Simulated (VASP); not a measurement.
Here is a VASP 6.6.1 calculation.

File INCAR:

```
PREC = Accurate ; ENCUT = 600
EDIFF = 1E-7 ; ISMEAR = -1
SIGMA = 0.05 ; LREAL = False
LASPH = True ; NELM = 150
ALGO = Normal ; ISIF = 3
LWAVE = False ; LCHARG = False
ISPIN = 2 ; MAGMOM = 1 0
LORBIT = 11 ; LMAXMIX = 4
GGA = PE ; IBRION = 2
NSW = 60 ; EDIFFG = -0.01
PSTRESS = 200.0
```

The input KPOINTS:

```
Automatic mesh
0
Gamma
  11 11 11
```

Contents of POSCAR:

```
NiO
1.0
    0.0000000000      2.0859016414      2.0859016414
    2.0859016414      0.0000000000      2.0859016414
    2.0859016414      2.0859016414      0.0000000000
Ni O
1 1
Direct
    0.0000000000      0.0000000000      0.0000000000
    0.5000000000      0.5000000000      0.5000000000
```

Potentials or basis: VASP PAW PBE potentials, release 64 (Ni, O).

Command:

```console
$ cat potpaw_PBE.64/Ni/POTCAR potpaw_PBE.64/O/POTCAR > POTCAR
$ mpirun -np 1 vasp_std > vasp.out
```

Problem. What does it give for the net moment?

Solution. 1.41 μB per cell.

Problem. Predict the site moments.

Solution. Ni +1.18; O +0.20 μB.

Problem. What does it give for the relaxed volume?

Solution. 8.46 Å³/atom.

Problem. What does it give for the relaxed cell?

Solution. a = 2.882 Å, b = 2.882 Å, c = 2.882 Å, α = 60.00°, β = 60.00°, γ = 60.00°.

Step by step:
```
step  energy change (eV)  largest force (eV/Å)  pressure (GPa)  volume (Å³)
   1              0.0000                0.0000            4.92        18.15
   2              0.2505                0.0000           36.41        16.00
   3              0.0910                0.0000           19.86        16.92
```

Caveat: the cell is relaxed towards a set pressure, so the enthalpy falls and the energy may rise; a cell with one magnetic atom can't hold antiferromagnetic order, which such compounds often take.
